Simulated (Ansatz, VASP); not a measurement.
**One calculation of InP, two programs**

```xyz
2
Lattice="0.0000 2.5708 2.5708 2.5708 0.0000 2.5708 2.5708 2.5708 0.0000" Properties=species:S:1:pos:R:3 pbc="T T T"
In    0.0000    0.0000    0.0000
P     2.5708    2.5708    2.5708
```

Alike in both runs: task relaxation of cell and atoms; functional PBE; k mesh 13 × 13 × 13; occupations fermi-dirac, width 0.05 eV; no spin polarisation.

```csv
,VASP,Ansatz
version,VASP 6.6.1,Ansatz 0.2.0
potentials or method,"VASP PAW PBE potentials, release 64 (In_d, P)","PAW with Ansatz's default frozen-core files, scalar-relativistic"
plane-wave cutoff (eV),600,420
valence electrons in the cell,18,18
```

```csv
,VASP,Ansatz,Ansatz less VASP
relaxed volume (Å³/atom),21.23,21.25,+0.013
relaxed length of the cell vector where the two differ most in proportion (Å),3.916,3.917,+0.0008
```

Noted on VASP's run: the volume moved by over 15 % at a fixed basis, so the end points are rough.
